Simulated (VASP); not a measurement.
Input of a VASP 6.6.1 run:

INCAR

```
ALGO     = Normal         # electronic algorithm
EDIFF    = 1E-6           # SCF threshold, eV
ENCUT    = 520            # plane-wave cutoff, eV
GGA      = PE             # functional
ISIF     = 2              # what is computed and relaxed
ISMEAR   = -1             # smearing method
LASPH    = T              # aspherical terms in the spheres
LCHARG   = F              # write CHGCAR
LREAL    = F              # projectors in reciprocal space
LWAVE    = F              # write WAVECAR
NBANDS   = 57             # bands
NELM     = 80             # most SCF steps
PREC     = Accurate       # precision mode
SIGMA    = 0.06122561905347299 # smearing width, eV
```

Contents of KPOINTS:

```
k-points
0
Gamma
  11 11 11
```

Contents of POSCAR:

```
Sn2O3
1.0
    5.3565896071      0.0000000000      0.0000000000
    0.0000000000      5.3565896071      0.0000000000
    0.0000000000      0.0000000000      5.3565896071
Sn O
4 6
Direct
    0.2500000000      0.2500000000      0.2500000000
    0.7500000000      0.7500000000      0.2500000000
    0.7500000000      0.2500000000      0.7500000000
    0.2500000000      0.7500000000      0.7500000000
    0.5000000000      0.0000000000      0.0000000000
    0.0000000000      0.5000000000      0.0000000000
    0.0000000000      0.0000000000      0.5000000000
    0.5000000000      0.5000000000      0.0000000000
    0.5000000000      0.0000000000      0.5000000000
    0.0000000000      0.5000000000      0.5000000000
```

Potentials or basis: VASP PAW PBE potentials, release 64 (Sn_d, O).

The run is started by

```sh
$ cat potpaw_PBE.64/Sn_d/POTCAR potpaw_PBE.64/O/POTCAR > POTCAR
$ mpirun -np 1 vasp_std > vasp.out
```

(1) Estimate the band gap on the k mesh.

(2) What does it give for the pressure?

## Answers

(1) zero (bands 46 and 47 overlap by 0.12 eV).

(2) -5.3 GPa.

Caveat: the cell stands under tension; semilocal functionals underestimate gaps, so a narrow gap can read as zero; spin-orbit coupling is left out, which moves the levels of the heavy elements.
